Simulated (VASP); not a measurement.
# Mg (P6_3/mmc) in VASP: settings compared

Mg is run at these levels: PBEsol, RPBE; tasks: single point.

All numbers are computed with VASP 6.6.1; they aren't measurements. Logs are shortened: lines on timing, memory, paths and dates and some standing lists are left out, and cuts for length are marked.

### Step 1. The cell of the first run

The structure is hexagonal, space group P6_3/mmc (No. 194). Conventional cell: a = 3.177 Å, b = 3.177 Å, c = 10.319 Å, α = 90.00°, β = 90.00°, γ = 120.00°. Within 4.2 Å of Mg (site symmetry -6m2) lie 12 Mg at 3.17 to 3.18 Å. Mg (site symmetry -3m) has 12 Mg at 3.17 to 3.18 Å within 4.2 Å.

### Step 2. Single point, PBEsol

File INCAR:

```
SYSTEM = Mg
PREC = Accurate
ENCUT = 520
EDIFF = 1E-6
ISMEAR = -1
SIGMA = 0.05
LREAL = .False.
LASPH = .True.
NELM = 100
ALGO = Normal
ISIF = 2
LWAVE = .False.
LCHARG = .True.
GGA = PS
LELF = .True.
LVHAR = .True.
NBANDS = 12
```

File KPOINTS:

```
Automatic mesh
0
Gamma
  6 6 2
  0 0 0
```

File POSCAR:

```
Mg
1.0
    3.1768261656      0.0000000000      0.0000000000
   -1.5884130828      2.7512121628      0.0000000000
    0.0000000000      0.0000000000     10.3188620100
Mg
4
Direct
    0.6666666667      0.3333333333      0.7500000000
    0.0000000000      0.0000000000      0.5000000000
    0.3333333333      0.6666666667      0.2500000000
    0.0000000000      0.0000000000      0.0000000000
```

Potentials or basis: VASP PAW PBE potentials, release 64 (Mg).

Started as:

```
> cat potpaw_PBE.64/Mg/POTCAR > POTCAR
> mpirun -np 1 vasp_std > vasp.out
```

OUTCAR:

```text
SYSTEM = Mg
   PREC = Accurate
   ENCUT = 520
   EDIFF = 1E-6
   ISMEAR = -1
   LREAL = .False.
   LASPH = .True.
   NELM = 100
   ISIF = 2
   GGA = PS

 ion  position               nearest neighbor table
   1  0.667  0.333  0.750-   2 3.17   4 3.17   2 3.17   4 3.17   2 3.17   4 3.17
   2  0.000  0.000  0.500-   1 3.17   3 3.17   3 3.17   1 3.17   1 3.17   3 3.17
   3  0.333  0.667  0.250-   2 3.17   4 3.17   2 3.17   4 3.17   2 3.17   4 3.17
   4  0.000  0.000  0.000-   1 3.17   3 3.17   3 3.17   1 3.17   1 3.17   3 3.17

  LATTYP: Found a hexagonal cell.
 ALAT       =     3.1768261656
 C/A-ratio  =     3.2481670296

  Lattice vectors:

 A1 = (   3.1768261656,   0.0000000000,   0.0000000000)
 A2 = (  -1.5884130828,   2.7512121628,   0.0000000000)
 A3 = (   0.0000000000,   0.0000000000,  10.3188620100)

Analysis of symmetry for initial positions (statically):
=====================================================================
 Subroutine PRICEL returns:
 Original cell was already a primitive cell.

 Routine SETGRP: Setting up the symmetry group for a
 hexagonal supercell.

 Subroutine GETGRP returns: Found 24 space group operations
 (whereof 12 operations were pure point group operations)
 out of a pool of 24 trial point group operations.

The static configuration has the point symmetry D_3d.
 The point group associated with its full space group is D_6h.

Analysis of symmetry for dynamics (positions and initial velocities):
=====================================================================
 Subroutine PRICEL returns:
 Original cell was already a primitive cell.

 Routine SETGRP: Setting up the symmetry group for a
 hexagonal supercell.

 Subroutine GETGRP returns: Found 24 space group operations
 (whereof 12 operations were pure point group operations)
 out of a pool of 24 trial point group operations.

The dynamic configuration has the point symmetry D_3d.
 The point group associated with its full space group is D_6h.

 Subroutine INISYM returns: Found 24 space group operations
 (whereof 12 operations are pure point group operations),
 and found     1 'primitive' translations

----------------------------------------------------------------------------------------

                                     Primitive cell

  volume of cell :      90.1881

  direct lattice vectors                    reciprocal lattice vectors
     3.176826166  0.000000000  0.000000000     0.314779578  0.181738074  0.000000000
    -1.588413083  2.751212163  0.000000000     0.000000000  0.363476148  0.000000000
     0.000000000  0.000000000 10.318862010     0.000000000  0.000000000  0.096909911

  length of vectors
     3.176826166  3.176826166 10.318862010     0.363476148  0.363476148  0.096909911

  position of ions in fractional coordinates (direct lattice)
     0.666666667  0.333333333  0.750000000
     0.000000000  0.000000000  0.500000000
     0.333333333  0.666666667  0.250000000
     0.000000000  0.000000000  0.000000000

  ion indices of the primitive-cell ions
   primitive index   ion index
                 1           1
                 2           2
                 3           3
                 4           4

----------------------------------------------------------------------------------------

 KPOINTS: Automatic mesh

Automatic generation of k-mesh.
 Grid dimensions read from file:
 generate k-points for:    6    6    2

 Generating k-lattice:

  Cartesian coordinates                     Fractional coordinates (reciprocal lattice)
     0.052463263  0.030289679  0.000000000     0.166666667 -0.000000000  0.000000000
     0.000000000  0.060579358  0.000000000     0.000000000  0.166666667  0.000000000
     0.000000000  0.000000000  0.048454956     0.000000000  0.000000000  0.500000000

  Length of vectors
     0.060579358  0.060579358  0.048454956

  Shift w.r.t. Gamma in fractional coordinates (k-lattice)
     0.000000000  0.000000000  0.000000000

 Subroutine IBZKPT returns following result:
 ===========================================

 Found     14 irreducible k-points:

 Following reciprocal coordinates:
            Coordinates               Weight
  0.000000  0.000000  0.000000      1.000000
  0.166667  0.000000  0.000000      6.000000
  0.333333  0.000000  0.000000      6.000000
  0.500000 -0.000000  0.000000      3.000000
  0.166667  0.166667  0.000000      6.000000
  0.333333  0.166667  0.000000     12.000000
  0.333333  0.333333  0.000000      2.000000
  0.000000  0.000000  0.500000      1.000000
  0.166667  0.000000  0.500000      6.000000
  0.333333  0.000000  0.500000      6.000000
  0.500000 -0.000000  0.500000      3.000000
  0.166667  0.166667  0.500000      6.000000
  0.333333  0.166667  0.500000     12.000000
  0.333333  0.333333  0.500000      2.000000
   k-points           NKPTS =     14   k-points in BZ     NKDIM =     14   number of bands    NBANDS=     12
   number of dos      NEDOS =    301   number of ions     NIONS =      4
   total plane-waves  NPLWV =  46080
   dimension x,y,z NGX =    24 NGY =   24 NGZ =   80
   dimension x,y,z NGXF=    48 NGYF=   48 NGZF=  160
   ions per type =               4
   NGX,Y,Z   is equivalent  to a cutoff of  12.56, 12.56, 12.89 a.u.
   NGXF,Y,Z  is equivalent  to a cutoff of  25.12, 25.12, 25.78 a.u.
 SYSTEM =  Mg
   PREC   = accura    normal or accurate (medium, high low for compatibility)
   ISTART =      0    job   : 0-new  1-cont  2-samecut
   ICHARG =      2    charge: 1-file 2-atom 10-const
   ISPIN  =      1    spin polarized calculation?
   LNONCOLLINEAR =      F non collinear calculations
   LSORBIT =      F    spin-orbit coupling
   LASPH  =      T    aspherical Exc in radial PAW
   ENCUT  =  520.0 eV  38.22 Ry    6.18 a.u.   5.91  5.91 19.19*2*pi/ulx,y,z
   NELM   =    100;   NELMIN=  2; NELMDL= -5     # of ELM steps
   EDIFF  = 0.1E-05   stopping-criterion for ELM
   LREAL  =      F    real-space projection
   EDIFFG = 0.1E-04   stopping-criterion for IOM
   NSW    =      0    number of steps for IOM
   IBRION =     -1    ionic relax: 0-MD 1-quasi-New 2-CG
   NFREE  =      0    steps in history (QN), initial steepest desc. (CG)
   ISIF   =      2    stress and relaxation
   ISYM   =      2    0-nonsym 1-usesym 2-fastsym
   POTIM  = 0.5000    time-step for ionic-motion
   TEBEG  =    0.0;   TEEND  =   0.0 temperature during run
   PSTRESS=    0.0 pullay stress
   NELECT =       8.0000    total number of electrons
   NUPDOWN=      -1.0000    fix difference up-down
   EMIN   =  10.00;   EMAX   =-10.00  energy-range for DOS
   EFERMI =   0.00;   METHOD = LEGACY
   ISMEAR =    -1;   SIGMA  =   0.05  broadening in eV -4-tet -1-fermi 0-gaus
   EFERMI_NEDOS =   21; number of points for ismear=-14 and -15
   IALGO  =     38    algorithm
   IMIX   =      4    mixing-type and parameters
     AMIX     =   0.40;   BMIX     =  1.00
     AMIX_MAG =   1.60;   BMIX_MAG =  1.00
  volume/ion in A,a.u.               =      22.55       152.15
  Fermi-wavevector in a.u.,A,eV,Ry     =   0.730110  1.379708  7.252733  0.533061
  Thomas-Fermi vector in A             =   1.821999
   LORBIT       =      0    0 simple, 1 ext, 2 COOP (PROOUT), +10 PAW based schemes
   GGA     = PS    functional components
   LHFCALC =     F    Hartree Fock is set to
   AEXX    =    0.0000 exact exchange contribution
   IVDW    =     0    specifies the selected vdW correction
   LEPSILON=     F    determine dielectric tensor
   LRPA    =     F    only Hartree local field effects (RPA)
 non-spin polarized calculation
  energy-cutoff  :      520.00
  volume of cell :       90.19
 maximum number of plane-waves:      2444
 NGX is ok and might be reduce to    24
   NGX = 11   NGY = 11   NGZ = 39

 number of electron       8.0000000 magnetization

 Free energy of the ion-electron system (eV)
  ---------------------------------------------------
  ext. energy  EPLUGINS =         0.00000000
  ---------------------------------------------------
  free energy    TOTEN  =        -6.74928407 eV

  energy without entropy =       -6.72817255  energy(sigma->0) =       -6.73872831

 E-fermi :   2.5648     XC(G=0):  -8.5910

 val. band max:        2.5071627969   @ k =   0.3333   0.3333   0.5000
 cond. band min:       2.5764720655   @ k =   0.3333   0.1667   0.0000
 fundamental gap:      0.0693092686
 Fermi energy:         2.5647522382

 k-point     1 :       0.0000    0.0000    0.0000
  band No.  band energies     occupation
      1      -4.3215      2.00000
      2      -2.9162      2.00000
      3      -2.9127      2.00000
      4       0.9677      2.00000
      5       1.4447      2.00000
      6       7.7553      0.00000
      7       7.7641      0.00000
      8      13.7437      0.00000
      9      13.7437      0.00000
     10      13.8254      0.00000
     11      13.8254      0.00000
     12      14.5309      0.00000

 k-point     2 :       0.1667    0.0000    0.0000
  band No.  band energies     occupation
      1      -3.7692      2.00000
      2      -2.3720      2.00000
      3      -2.3687      2.00000
      4       1.4720      2.00000
      5       1.9768      1.99998
      6       8.0254      0.00000
      7       8.1558      0.00000
      8       9.1276      0.00000
      9      10.0921      0.00000
     10      10.2066      0.00000
     11      11.4926      0.00000
     12      12.2422      0.00000

 k-point     3 :       0.3333    0.0000    0.0000
  band No.  band energies     occupation
      1      -2.1318      2.00000
      2      -0.7600      2.00000
      3      -0.7574      2.00000
      4       2.9845      0.00045
      5       3.3019      0.00000
      6       4.4966      0.00000
      7       5.5208      0.00000
      8       5.6295      0.00000
      9       9.0963      0.00000
     10       9.2787      0.00000
     11       9.6575      0.00000
     12       9.6867      0.00000

 k-point     4 :       0.5000   -0.0000    0.0000
  band No.  band energies     occupation
      1       0.5163      2.00000
      2       0.5353      2.00000
      3       1.5884      2.00000
      4       1.6229      2.00000
      5       2.1748      1.99918
      6       2.2088      1.99838
      7       5.4601      0.00000
      8       5.6253      0.00000
      9       6.1353      0.00000
     10       6.3436      0.00000
     11       9.6525      0.00000
     12      10.3271      0.00000

 k-point     5 :       0.1667    0.1667    0.0000
  band No.  band energies     occupation
      1      -2.6744      2.00000
      2      -1.2938      2.00000
      3      -1.2909      2.00000
      4       2.4814      1.68216
      5       2.9824      0.00047
      6       6.6218      0.00000
      7       6.9665      0.00000
      8       7.6811      0.00000
      9       7.7119      0.00000
     10       8.0989      0.00000
     11       8.6761      0.00000
     12       9.5265      0.00000
[... 78 lines left out ...]
      1       0.7958      2.00000
      2       0.7958      2.00000
      3       0.9189      2.00000
      4       0.9189      2.00000
      5       3.3677      0.00000
      6       3.3677      0.00000
      7       3.8270      0.00000
      8       3.8270      0.00000
      9       8.5219      0.00000
     10       8.5219      0.00000
     11       8.7529      0.00000
     12       8.7529      0.00000

 k-point    12 :       0.1667    0.1667    0.5000
  band No.  band energies     occupation
      1      -2.3268      2.00000
      2      -2.3268      2.00000
      3       0.4021      2.00000
      4       0.4021      2.00000
      5       5.5263      0.00000
      6       5.5263      0.00000
      7       6.9476      0.00000
      8       6.9476      0.00000
      9       7.5742      0.00000
     10       7.5742      0.00000
     11       9.6364      0.00000
     12       9.6364      0.00000

 k-point    13 :       0.3333    0.1667    0.5000
  band No.  band energies     occupation
      1      -0.1859      2.00000
      2      -0.1859      2.00000
      3       2.3385      1.97857
      4       2.3385      1.97857
      5       3.1213      0.00003
      6       3.1213      0.00003
      7       5.4314      0.00000
      8       5.4314      0.00000
      9       6.2172      0.00000
     10       6.2172      0.00000
     11       8.1068      0.00000
     12       8.1068      0.00000

 k-point    14 :       0.3333    0.3333    0.5000
  band No.  band energies     occupation
      1       2.2793      1.99339
      2       2.2793      1.99339
      3       2.3900      1.94108
      4       2.3900      1.94108
      5       2.5072      1.51968
      6       2.5072      1.51968
      7       4.6495      0.00000
      8       4.6495      0.00000
      9       5.3898      0.00000
     10       5.3898      0.00000
     11       5.7321      0.00000
     12       5.7321      0.00000

------------------------ aborting loop because EDIFF is reached ----------------------------------------

  FORCE on cell =-STRESS in cart. coord.  units (eV):
  Direction    XX          YY          ZZ          XY          YZ          ZX
  --------------------------------------------------------------------------------------
  -------------------------------------------------------------------------------------
  Total       -0.1822992     -0.1822992      0.3263844      0.0000000      0.0000000      0.0000000
  in kB       -3.2385160     -3.2385160      5.7981660      0.0000000      0.0000000      0.0000000
  external PRESSURE =      -0.2262887 kB  Pullay stress =       0.0000000 kB

 VOLUME and BASIS-vectors are now :
 -----------------------------------------------------------------------------
  energy-cutoff  :      520.00
  volume of cell :       90.19
      direct lattice vectors                 reciprocal lattice vectors
     3.176826166  0.000000000  0.000000000     0.314779578  0.181738074  0.000000000
    -1.588413083  2.751212163  0.000000000     0.000000000  0.363476148  0.000000000
     0.000000000  0.000000000 10.318862010     0.000000000  0.000000000  0.096909911

 POSITION                                       TOTAL-FORCE (eV/Angst)
 -----------------------------------------------------------------------------------
      1.58841      0.91707      7.73915        -0.000000     -0.000000     -0.000000
      0.00000      0.00000      5.15943         0.000000      0.000000      0.000000
     -0.00000      1.83414      2.57972         0.000000      0.000000      0.000000
      0.00000      0.00000      0.00000         0.000000      0.000000      0.000000
 -----------------------------------------------------------------------------------
    total drift:                                0.000000     -0.000000      0.000000

  FREE ENERGIE OF THE ION-ELECTRON SYSTEM (eV)
  ---------------------------------------------------
  free  energy   TOTEN  =        -6.7492840718 eV

  energy  without entropy=       -6.7281725522  energy(sigma->0) =       -6.73872831
```

It took 13 s on 1 thread of Intel Xeon Platinum 8124M at 3.00GHz (Skylake/Cascade Lake), shared host; peak memory 0.19 GiB.

Results:

```yaml
Free_energy: -6.7493 eV
Pressure: 0.0 GPa
Band_gap_on_the_k_mesh: zero (bands 4 and 5 overlap by 1.54 eV)
```

Caveat: the k points lie up to 0.38 Å⁻¹ apart, too coarse for converged energies and pressures of a metal; the PAW data sets were made with another functional, which shifts forces and pressure a little.

### Step 3. Single point, RPBE

File INCAR:

```
ALGO = Fast ; EDIFF = 1E-6
ENCUT = 520 ; GGA = RP
ISIF = 2 ; ISMEAR = -1
LASPH = T ; LCHARG = F
LREAL = F ; LWAVE = F
NBANDS = 12 ; NELM = 100
PREC = Accurate ; SIGMA = 0.05
```

File KPOINTS:

```
k-points
0
Gamma
  6 6 2
```

POSCAR is that of step 2.

Potentials or basis: VASP PAW PBE potentials, release 64 (Mg).

Started as:

```
> cat potpaw_PBE.64/Mg/POTCAR > POTCAR
> mpirun -np 1 vasp_std > vasp.out
```

Run time: 12 s. Hardware: 1 thread of Intel Xeon Platinum 8124M at 3.00GHz (Skylake/Cascade Lake), shared host; peak memory 0.19 GiB.

It converged, with:

```yaml
Free_energy: -5.1984 eV
Pressure: 1.8 GPa
Band_gap_on_the_k_mesh: zero (bands 4 and 5 overlap by 1.50 eV)
```

Stress tensor (GPa, compression positive):
```
1.44 0.00 0.00
0.00 1.44 0.00
0.00 0.00 2.45
```

Levels at points of the mesh, in eV from the Fermi level:
| k point | band 1 | band 2 | band 3 | band 4 | band 5 | band 6 | band 7 | band 8 | band 9 |
| --- | --- | --- | --- | --- | --- | --- | --- | --- | --- |
| (0.00, 0.00, 0.00) | -6.88 | -5.48 | -5.47 | -1.61 | -1.09 | 5.21 | 5.22 | 11.22 | 11.22 |
| (0.50, 0.00, 0.00) | -2.05 | -2.02 | -0.99 | -0.95 | -0.37 | -0.33 | 2.89 | 3.05 | 3.61 |
| (0.00, 0.00, 0.50) | -6.53 | -6.53 | -3.75 | -3.75 | 1.66 | 1.66 | 9.23 | 9.23 | 11.41 |
| (0.50, 0.00, 0.50) | -1.78 | -1.78 | -1.63 | -1.63 | 0.81 | 0.81 | 1.27 | 1.27 | 5.95 |

Caveat: the k points lie up to 0.38 Å⁻¹ apart, too coarse for converged energies and pressures of a metal; the PAW data sets were made with another functional, which shifts forces and pressure a little.

The gap in the log of VASP goes by the Fermi energy; the results here count the filled bands.